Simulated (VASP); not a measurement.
# Al3GaN4 (P-42m) in VASP: further runs, part 2 of 2

VASP 6.6.1. The steps go on from the part before.

### 4 Single point, PBEsol (8.99 Å³/atom)

Contents of INCAR:

```
SYSTEM = Al3GaN4
PREC     = Accurate       ! precision mode
ENCUT    = 520            ! plane-wave cutoff, eV
EDIFF    = 1E-7           ! SCF threshold, eV
ISMEAR   = 0              ! smearing method
SIGMA    = 0.05           ! smearing width, eV
LREAL    = .FALSE.        ! projectors in reciprocal space
LASPH    = .TRUE.         ! aspherical terms in the spheres
NELM     = 80             ! most SCF steps
ALGO     = Normal         ! electronic algorithm
ISIF     = 2              ! what is computed and relaxed
LWAVE    = .FALSE.        ! write WAVECAR
LCHARG   = .TRUE.         ! write CHGCAR
GGA      = PS             ! functional
LELF     = .TRUE.         ! ELF
LVHAR    = .TRUE.       
NBANDS   = 31             ! bands
```

Contents of KPOINTS:

```
Automatic mesh
0
G
  6 6 6
  0 0 0
```

Contents of POSCAR:

```
Al3GaN4
1.0
    4.4184008618      0.0000000000      0.0000000000
    0.0000000000      4.4184008618      0.0000000000
    0.0000000000      0.0000000000      3.6831789584
Al Ga N
3 1 4
Direct
    0.5000000000      0.5000000000      0.0000000000
    0.5000000000      0.0000000000      0.5000000000
    0.0000000000      0.5000000000      0.5000000000
    0.0000000000      0.0000000000      0.0000000000
    0.7447140287      0.7447140287      0.2552859713
    0.7447140287      0.2552859713      0.7447140287
    0.2552859713      0.7447140287      0.7447140287
    0.2552859713      0.2552859713      0.2552859713
```

Potentials or basis: VASP PAW PBE potentials, release 64 (Al, Ga_d, N).

On the command line:

```console
cat potpaw_PBE.64/Al/POTCAR potpaw_PBE.64/Ga_d/POTCAR potpaw_PBE.64/N/POTCAR > POTCAR
mpirun -np 1 vasp_std > vasp.out
```

OUTCAR:

```text
SYSTEM = Al3GaN4
   PREC = Accurate
   ENCUT = 520
   EDIFF = 1E-7
   ISMEAR = 0
   LREAL = .FALSE.
   LASPH = .TRUE.
   NELM = 80
   ISIF = 2
   GGA = PS

 ion  position               nearest neighbor table
   1  0.500  0.500  0.000-   5 1.80   6 1.80   7 1.80   8 1.80   2 2.88   3 2.88   2 2.88   3 2.88
                             2 2.88   2 2.88   3 2.88   3 2.88   4 3.12   4 3.12   4 3.12   4 3.12
   2  0.500  0.000  0.500-   5 1.80   6 1.80   7 1.80   8 1.80   1 2.88   4 2.88   1 2.88   4 2.88
                             1 2.88   1 2.88   4 2.88   4 2.88   3 3.12   3 3.12   3 3.12   3 3.12
   3  0.000  0.500  0.500-   5 1.80   6 1.80   7 1.80   8 1.80   1 2.88   4 2.88   1 2.88   4 2.88
                             4 2.88   4 2.88   1 2.88   1 2.88   2 3.12   2 3.12   2 3.12   2 3.12
   4  0.000  0.000  0.000-   5 1.85   6 1.85   7 1.85   8 1.85   2 2.88   3 2.88   2 2.88   3 2.88
                             3 2.88   3 2.88   2 2.88   2 2.88   1 3.12   1 3.12   1 3.12   1 3.12
   5  0.745  0.745  0.255-   1 1.80   2 1.80   3 1.80   4 1.85
   6  0.745  0.255  0.745-   1 1.80   2 1.80   3 1.80   4 1.85
   7  0.255  0.745  0.745-   1 1.80   2 1.80   3 1.80   4 1.85
   8  0.255  0.255  0.255-   1 1.80   2 1.80   3 1.80   4 1.85

  LATTYP: Found a simple tetragonal cell.
 ALAT       =     4.4184008618
 C/A-ratio  =     0.8336000000
[... 207 lines left out ...]
      5      -5.1423      2.00000
      6      -5.0978      2.00000
[... 805 lines left out ...]
     30      17.6788      0.00000
     31      19.2399      0.00000

 [... further k-points ...]

------------------------ aborting loop because EDIFF is reached ----------------------------------------

  FORCE on cell =-STRESS in cart. coord.  units (eV):
  Direction    XX          YY          ZZ          XY          YZ          ZX
  --------------------------------------------------------------------------------------
  -------------------------------------------------------------------------------------
  Total       19.0536238     19.0536238     21.5026189      0.0000000      0.0000000      0.0000000
  in kB      424.5561309    424.5561309    479.1250640      0.0000000      0.0000000      0.0000000
  external PRESSURE =     442.7457753 kB  Pullay stress =       0.0000000 kB

 VOLUME and BASIS-vectors are now :
 -----------------------------------------------------------------------------
  energy-cutoff  :      520.00
  volume of cell :       71.90
      direct lattice vectors                 reciprocal lattice vectors
     4.418400862  0.000000000  0.000000000     0.226326228  0.000000000  0.000000000
     0.000000000  4.418400862  0.000000000     0.000000000  0.226326228  0.000000000
     0.000000000  0.000000000  3.683178958     0.000000000  0.000000000  0.271504592

 POSITION                                       TOTAL-FORCE (eV/Angst)
 -----------------------------------------------------------------------------------
      2.20920      2.20920      0.00000        -0.000000      0.000000      0.000000
      2.20920      0.00000      1.84159        -0.000000      0.000000     -0.000000
      0.00000      2.20920      1.84159        -0.000000      0.000000      0.000000
      0.00000      0.00000      0.00000        -0.000000     -0.000000      0.000000
      3.29045      3.29045      0.94026         0.118051      0.118051      0.239205
      3.29045      1.12796      2.74292         0.118051     -0.118051     -0.239205
      1.12796      3.29045      2.74292        -0.118051      0.118051     -0.239205
      1.12796      1.12796      0.94026        -0.118051     -0.118051      0.239205
 -----------------------------------------------------------------------------------
    total drift:                                0.000000      0.000000      0.000000

  FREE ENERGIE OF THE ION-ELECTRON SYSTEM (eV)
  ---------------------------------------------------
  free  energy   TOTEN  =       -57.9086088533 eV

  energy  without entropy=      -57.9086088533  energy(sigma->0) =      -57.90860885
```

Run time: 2.9 min. Hardware: 1 thread of AMD EPYC 7R13, shared host; peak memory 0.2 GiB.

Results:

```yaml
Free_energy: -57.9086 eV
Pressure: 44.3 GPa
Largest_force: 0.292 eV/Å
Band_gap_on_the_k_mesh: 2.63 eV
```

Forces on the atoms (eV/Å):
```
Al   0.000  0.000  0.000
Al   0.000  0.000  0.000
Al   0.000  0.000  0.000
Ga   0.000  0.000  0.000
N    0.118  0.118  0.239
N    0.118 -0.118 -0.239
N   -0.118  0.118 -0.239
N   -0.118 -0.118  0.239
```

Stress tensor (GPa, compression positive):
```
42.46  0.00  0.00
 0.00 42.46  0.00
 0.00  0.00 47.91
```

Caveat: the stress differs along the axes, from 42 to 48 GPa; the PAW data sets were made with another functional, which shifts forces and pressure a little. A k mesh can miss the band edges.

### 5 The runs side by side

| cell | gap on the mesh (eV) | pressure (GPa) | largest force (eV/Å) |
| --- | --- | --- | --- |
| a = 3.914, b = 3.914, c = 4.695 Å, 8 atoms | 2.59 | 45.2 | 0.23 |
| a = 4.075, b = 4.075, c = 4.330 Å, 8 atoms | 3.17 | 48.4 | 0.11 |
| a = 4.418, b = 4.418, c = 3.683 Å, 8 atoms | 2.63 | 44.3 | 0.29 |

Alike in all rows: task single point; level PBEsol; potentials or basis VASP PAW PBE potentials, release 64 (Al, Ga_d, N); no spin polarisation; k mesh 6 × 6 × 6; cutoff (eV) 520; smearing gaussian 0.05 eV.

Caveats: the PAW data sets were made with another functional, which shifts forces and pressure a little; the stress differs along the axes, from 20 to 58 GPa (at least some runs); the stress differs along the axes, from 43 to 51 GPa (at least some runs); the stress differs along the axes, from 42 to 48 GPa (at least some runs).

Absolute energies hang on the potentials; compare differences alone.
